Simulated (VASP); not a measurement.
**ZrPbO4: single point with PBE**

Crystal: ZrPbO4.

```
CELL_PARAMETERS angstrom
3.65971 0.00000 0.00000
-1.82985 3.16940 0.00000
0.00000 0.00000 6.26672
ATOMIC_POSITIONS crystal
Zr 0.00000 0.00000 0.50000
Pb 0.00000 0.00000 0.00000
O 0.33333 0.66667 0.70278
O 0.33333 0.66667 0.29722
O 0.66667 0.33333 0.29722
O 0.66667 0.33333 0.70278
```

```json
{
 "Program": "VASP 6.6.1",
 "Task": "single point",
 "Functional": "PBE",
 "Potentials or basis": "VASP PAW PBE potentials, release 64 (Zr_sv, Pb_d, O)",
 "Cutoff": "520 eV",
 "k mesh": "6 × 6 × 2",
 "Occupations": "gaussian, width 0.1 eV",
 "Spin": "no spin polarisation"
}
```

```yaml
Pressure: 0.0 GPa
Largest_force: 0.009 eV/Å
Band_gap_on_the_k_mesh: zero (band 25 reaches 8.75 eV, above the bottom of band 26 at 7.07 eV)
```

Forces in eV/Å, atoms in the order of the input:
```
Zr   0.000  0.000  0.000
Pb   0.000  0.000  0.000
O    0.000  0.000  0.009
O    0.000  0.000 -0.009
O    0.000  0.000 -0.009
O    0.000  0.000  0.009
```

Levels at points of the mesh, in eV from the Fermi level:
| k point | band 22 | band 23 | band 24 | band 25 | band 26 | band 27 | band 28 | band 29 |
| --- | --- | --- | --- | --- | --- | --- | --- | --- |
| (0.00, 0.00, 0.00) | -2.06 | -1.92 | -0.96 | -0.96 | -0.23 | 1.70 | 3.44 | 3.44 |
| (0.50, 0.00, 0.00) | -1.26 | -0.79 | -0.72 | -0.34 | 0.68 | 1.71 | 2.09 | 3.96 |
| (0.00, 0.00, 0.50) | -1.73 | -1.14 | -0.65 | -0.65 | -0.47 | 0.77 | 3.46 | 3.46 |
| (0.50, 0.00, 0.50) | -0.98 | -0.97 | -0.64 | -0.35 | 0.70 | 0.92 | 2.31 | 3.78 |

It took 18 s on 1 thread of Intel(R) Xeon(R) 6975P-C (Granite Rapids), on a shared host, peak memory 0.19 GiB.

Caveat: the k points lie up to 0.50 Å⁻¹ apart; spin-orbit coupling is left out, which moves the levels of the heavy elements.
